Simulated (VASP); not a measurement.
**WC: density of states with PBE**

Crystal: WC.

```
W C
1.0
     2.92168    0.00000    0.00000
    -1.46084    2.53025    0.00000
     0.00000    0.00000    2.84705
W C
1 1
Direct
  0.00000 0.00000 0.00000
  0.66667 0.33333 0.50000
```

| Property | Result |
| --- | --- |
| Program | VASP 6.6.1 |
| Task | density of states |
| Functional | PBE |
| Potentials or basis | VASP PAW PBE potentials, release 64 (W_sv, C) |
| Cutoff | 520 eV |
| k mesh | 18 × 18 × 14 |
| Occupations | gaussian, width 0.1 eV |
| Spin | no spin polarisation |
| Dipole correction | no |
| k mesh for the DOS | 27 × 27 × 21 |
| Occupations for the DOS | tetrahedron |
| Further INCAR settings | ALGO = Normal; EDIFF = 1e-06 |

* Valence electrons inside the program's atomic spheres: W 12.14; C 2.42

Levels at points of the mesh, in eV from the Fermi level:
| k point | band 5 | band 6 | band 7 | band 8 | band 9 | band 10 | band 11 | band 12 | band 13 |
| --- | --- | --- | --- | --- | --- | --- | --- | --- | --- |
| (0.00, 0.00, 0.00) | -14.32 | -4.21 | -3.26 | -3.26 | 0.12 | 3.19 | 3.19 | 5.57 | 5.57 |

Run time: 60 s on 1 thread of Intel(R) Xeon(R) 6975P-C (Granite Rapids), on a shared host, peak memory 0.37 GiB.

Caveat: spin-orbit coupling is left out, which moves the levels of the heavy elements.
